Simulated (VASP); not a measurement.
## As: single point with LDA

The system is As.

```
CELL_PARAMETERS angstrom
2.70368 0.00000 0.00000
0.00000 2.70368 0.00000
0.00000 0.00000 2.70368
ATOMIC_POSITIONS crystal
As 0.50000 0.50000 0.50000
```

```yaml
Program: VASP 6.6.1
Task: single point
Functional: LDA
Potentials_or_basis: VASP PAW LDA potentials, release 64 (As)
Cutoff: 520 eV
k_mesh: 10 × 10 × 10
Occupations: fermi-dirac, width 0.05 eV
Spin: no spin polarisation
```

```
Pressure : -2.9 GPa
```

Levels at points of the mesh, in eV from the Fermi level:
```tsv
k point	band 1	band 2	band 3	band 4	band 5	band 6
(0.00, 0.00, 0.00)	-14.92	4.17	4.17	4.17	8.65	8.65
(0.50, 0.00, 0.00)	-11.79	-6.86	6.44	6.44	11.34	14.09
(0.50, 0.50, 0.00)	-8.54	-4.18	-4.18	2.56	8.57	16.56
(0.50, 0.50, 0.50)	-4.96	-1.75	-1.75	-1.75	6.04	6.04
```

It took 4.3 s on 1 thread of Intel(R) Xeon(R) Platinum 8488C (Sapphire Rapids) (shared host), peak memory 0.12 GiB.
